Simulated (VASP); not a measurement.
A run of VASP 6.6.1 is set up as follows.

The input INCAR:

```
PREC = Accurate ; ENCUT = 520
EDIFF = 1E-6 ; ISMEAR = 0
SIGMA = 0.1 ; LREAL = False
LASPH = True ; NELM = 60
ALGO = Normal ; ISIF = 2
LWAVE = False ; LCHARG = False
GGA = PE ; NBANDS = 28
```

KPOINTS

```
regular mesh
0
Gamma
  6 6 4
```

The input POSCAR:

```
MgCdS4
1.0
    5.5562652400      0.0000000000      0.0000000000
   -2.7781326200      4.8118668500      0.0000000000
    0.0000000000      0.0000000000      5.0145089100
Mg Cd S
1 1 4
Direct
    0.0000000000      0.0000000000      0.0000000000
    0.0000000000      0.0000000000      0.5000000000
    0.3333333300      0.6666666700      0.7408911900
    0.3333333300      0.6666666700      0.2591088100
    0.6666666700      0.3333333300      0.2591088100
    0.6666666700      0.3333333300      0.7408911900
```

Potentials or basis: VASP PAW PBE potentials, release 64 (Mg, Cd, S).

Command:

```bash
$ cat potpaw_PBE.64/Mg/POTCAR potpaw_PBE.64/Cd/POTCAR potpaw_PBE.64/S/POTCAR > POTCAR
$ mpirun -np 1 vasp_std > vasp.out
```

**Question.** What does it give for the band gap on the k mesh?

**Answer.** Zero (band 19 reaches 3.60 eV, above the bottom of band 20 at 2.02 eV).

**Question.** What does it give for the pressure?

**Answer.** -3.8 GPa.

Forces on the atoms (eV/Å):
```
Mg   0.000  0.000  0.000
Cd   0.000  0.000  0.000
S    0.000  0.000 -0.912
S    0.000  0.000  0.912
S    0.000  0.000  0.912
S    0.000  0.000 -0.912
```
